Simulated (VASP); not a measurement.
The system is NaPt2.

```
CELL_PARAMETERS angstrom
0.00000 3.79058 3.79058
3.79058 0.00000 3.79058
3.79058 3.79058 0.00000
ATOMIC_POSITIONS crystal
Na 0.75000 0.75000 0.75000
Na 0.50000 0.50000 0.50000
Pt 0.12500 0.12500 0.12500
Pt 0.62500 0.12500 0.12500
Pt 0.12500 0.12500 0.62500
Pt 0.12500 0.62500 0.12500
```

| Property | Result |
| --- | --- |
| Program | VASP 6.6.1 |
| Task | relaxation of cell and atoms |
| Functional | LDA |
| Potentials or basis | VASP PAW LDA potentials, release 64 (Na_pv, Pt) |
| Cutoff | 600 eV |
| k mesh | 8 × 8 × 8 |
| Occupations | gaussian, width 0.1 eV |
| Spin | no spin polarisation |

At the start: pressure -8.5 GPa; volume 18.15 Å³/atom.

How do energy, volume and symmetry change on relaxing?

Over 6 steps the energy falls by 32.6 meV/atom and the volume is 17.01 Å³/atom (-6.3 %); space group Fd-3m (No. 227, to 0.1 Å) before and after.

Step by step:
```csv
step,energy change (eV),largest force (eV/Å),pressure (GPa),volume (Å³)
1,0.0000,0.0000,-8.50,108.93
2,0.1224,0.0000,14.53,94.45
3,-0.1955,0.0000,-0.18,102.15
4,-0.1956,0.0000,0.05,102.02
5,-0.1956,0.0000,-0.09,102.09
6,-0.1956,0.0000,0.00,102.04
```

Final structure:
```
Na Pt
1.0
     0.00000    3.70895    3.70895
     3.70895    0.00000    3.70895
     3.70895    3.70895    0.00000
Na Pt
2 4
Direct
  0.75000 0.75000 0.75000
  0.50000 0.50000 0.50000
  0.12500 0.12500 0.12500
  0.62500 0.12500 0.12500
  0.12500 0.12500 0.62500
  0.12500 0.62500 0.12500
```
